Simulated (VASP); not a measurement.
Here is a VASP 6.6.1 calculation.

The input INCAR:

```
ALGO = Normal ; EDIFF = 1E-6
ENCUT = 520 ; ISIF = 2
ISMEAR = 0 ; LASPH = True
LCHARG = False ; LREAL = False
LWAVE = False ; NBANDS = 26
NELM = 60 ; PREC = Accurate
SIGMA = 0.05
```

File KPOINTS:

```
k-points
0
Gamma
  6 6 6
```

POSCAR

```
MgO
1.0
    4.1607146133      0.0000000000      0.0000000000
    0.0000000000     -4.1607146133      0.0000000000
    0.0000000000      0.0000000000     -4.1607146133
Mg O
4 4
Direct
   -0.0530239000      1.0530239000      1.0749871186
    0.5000000000      0.5000000000      1.0000000000
    0.5000000000      1.0000000000      0.5000000000
    0.0000000000      0.5000000000      0.5000000000
    0.5000000000      0.0000000000      0.0000000000
    0.0000000000      0.5000000000      0.0000000000
    0.0000000000      0.0000000000      0.5000000000
    0.5000000000      0.5000000000      0.5000000000
```

Potentials or basis: VASP PAW LDA potentials, release 64 (Mg, O).

Run with:

```bash
$ cat potpaw_LDA.64/Mg/POTCAR potpaw_LDA.64/O/POTCAR > POTCAR
$ mpirun -np 1 vasp_std > vasp.out
```

What does it give for the pressure?

4.5 GPa.

Predict the band gap on the k mesh.

4.96 eV, direct.

Estimate the largest force.

5.154 eV/Å.

Forces in eV/Å, atoms in the order of the input:
```
Mg   2.177  2.177  4.134
Mg  -0.644 -0.644  0.295
Mg  -0.737  0.233 -0.941
Mg   0.233 -0.737 -0.941
O   -0.756 -0.253 -0.372
O   -0.253 -0.756 -0.372
O   -0.106 -0.106 -1.911
O    0.086  0.086  0.108
```

Caveat: the cell differs from its parent crystal (atom 1 (Mg) moved by -0.312 Å along [1 1 0] and -0.312 Å along [0 0 1]); forces of over 1 eV/Å act on the atoms, so gaps and moduli don't describe the material at rest.
